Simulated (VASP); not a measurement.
The system is H.

```
H
1.0
    -1.69153    1.69153    2.05847
     1.69153   -1.69153    2.05847
     1.69153    1.69153   -2.05847
H
2
Direct
  0.90986 0.90986 0.00000
  0.09014 0.09014 0.00000
```

| Item | Value |
| --- | --- |
| Program | VASP 6.6.1 |
| Task | relaxation of cell and atoms |
| Functional | PBEsol |
| Potentials or basis | VASP PAW PBE potentials, release 64 (H_h) |
| Cutoff | 910 eV |
| k mesh | 14 × 14 × 14 |
| Occupations | fermi-dirac, width 0.08 eV |
| Spin | no spin polarisation |

At the start: pressure 1.0 GPa; volume 11.78 Å³/atom.

**Question.** Where does the relaxation end?

**Answer.** Over 46 steps the energy falls by 2.7 meV/atom and the volume is 11.59 Å³/atom (-1.6 %); space group I4/mmm (No. 139, to 0.1 Å) before and after.

The path:
| step | energy change (eV) | largest force (eV/Å) | pressure (GPa) | volume (Å³) |
| --- | --- | --- | --- | --- |
| 1 | 0.0000 | 0.6075 | 1.01 | 23.56 |
| 3 | -0.0052 | 0.0150 | -0.04 | 23.63 |
| 5 | -0.0052 | 0.0091 | 0.00 | 23.62 |
| 7 | -0.0052 | 0.0067 | 0.00 | 23.61 |
| 9 | -0.0053 | 0.0038 | -0.02 | 23.55 |
| 11 | -0.0053 | 0.0003 | -0.01 | 23.45 |
| 13 | -0.0053 | 0.0052 | 0.00 | 23.45 |
| 15 | -0.0053 | 0.0156 | 0.02 | 23.43 |
| 17 | -0.0053 | 0.0580 | 0.10 | 23.33 |
| 19 | -0.0053 | 0.0390 | 0.07 | 23.37 |
| 21 | -0.0053 | 0.0385 | 0.07 | 23.37 |
| 23 | -0.0054 | 0.0367 | 0.07 | 23.35 |
| 25 | -0.0054 | 0.0297 | 0.06 | 23.27 |
| 27 | -0.0055 | 0.0052 | 0.03 | 22.98 |
| 29 | -0.0055 | 0.0036 | 0.03 | 22.95 |
| 31 | -0.0055 | 0.0018 | 0.02 | 22.97 |
| 33 | -0.0055 | 0.0004 | 0.02 | 22.98 |
| 35 | -0.0055 | 0.0059 | 0.03 | 23.04 |
| 37 | -0.0055 | 0.0102 | 0.04 | 23.08 |
| 39 | -0.0055 | 0.0089 | 0.03 | 23.09 |
| 41 | -0.0055 | 0.0025 | 0.02 | 23.13 |
| 43 | -0.0055 | 0.0022 | 0.01 | 23.15 |
| 45 | -0.0055 | 0.0026 | 0.01 | 23.16 |
| 46 | -0.0055 | 0.0018 | 0.01 | 23.17 |

Final structure:
```xyz
2
Lattice="-1.6537 1.6537 2.1185 1.6537 -1.6537 2.1185 1.6537 1.6537 -2.1185" Properties=species:S:1:pos:R:3 pbc="T T T"
H     0.0000    0.0000    3.8572
H     0.0000    0.0000    0.3798
```

Caveat: this functional lacks dispersion, which holds the molecules together, so the pressure and a relaxed volume are unreliable; the PAW data sets were made with another functional, which shifts forces and pressure a little.
